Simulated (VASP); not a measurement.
Wanted: the native input for a VASP 6.6.1 run.

```
Task                   : electric field gradients
Functional             : PBE
Potentials or basis    : VASP PAW PBE potentials, release 64 (Rb_sv, Cl)
Cutoff                 : 400 eV
k mesh                 : 7 × 7 × 7
Occupations            : fermi-dirac, width 0.02 eV
Spin                   : no spin polarisation
Dipole correction      : no
Further INCAR settings : ALGO = Normal; EDIFF = 1e-08; NBANDS = 15
```

The structure of RbCl lies in POSCAR:

```
RbCl
1.0
    0.0000000000      3.3276816722      3.3276816722
    3.3276816722      0.0000000000      3.3276816722
    3.3276816722      3.3276816722      0.0000000000
Rb Cl
1 1
Direct
    0.0000000000      0.0000000000      0.0000000000
    0.5000000000      0.5000000000      0.5000000000
```

This cell differs from its parent crystal: volume scaled by 1.05.

One way to write it, as run:

INCAR

```
SYSTEM = RbCl
PREC = Accurate
ENCUT = 400
EDIFF = 1E-8
ISMEAR = -1
SIGMA = 0.02
LREAL = .False.
LASPH = .True.
NELM = 120
ALGO = Normal
ISIF = 2
LWAVE = .False.
LCHARG = .False.
GGA = PE
LEFG = .True.
NBANDS = 15
GGA_COMPAT = .False.
```

KPOINTS

```
regular mesh
0
Gamma
  7 7 7
  0 0 0
```

Potentials or basis: VASP PAW PBE potentials, release 64 (Rb_sv, Cl).

Launch:

```sh
$ cat potpaw_PBE.64/Rb_sv/POTCAR potpaw_PBE.64/Cl/POTCAR > POTCAR
$ mpirun -np 1 vasp_std > vasp.out
```

It gave:

```yaml
Pressure: 0.3 GPa
Band_gap_on_the_k_mesh: 4.89 eV, direct
```

Caveat: without QUAD_EFG the Cq values of the log hold for a quadrupole moment of 1 mb, not for the nuclei.

It took 32 s on 1 thread of Intel Xeon 8259CL (shared host), peak memory 0.17 GiB.
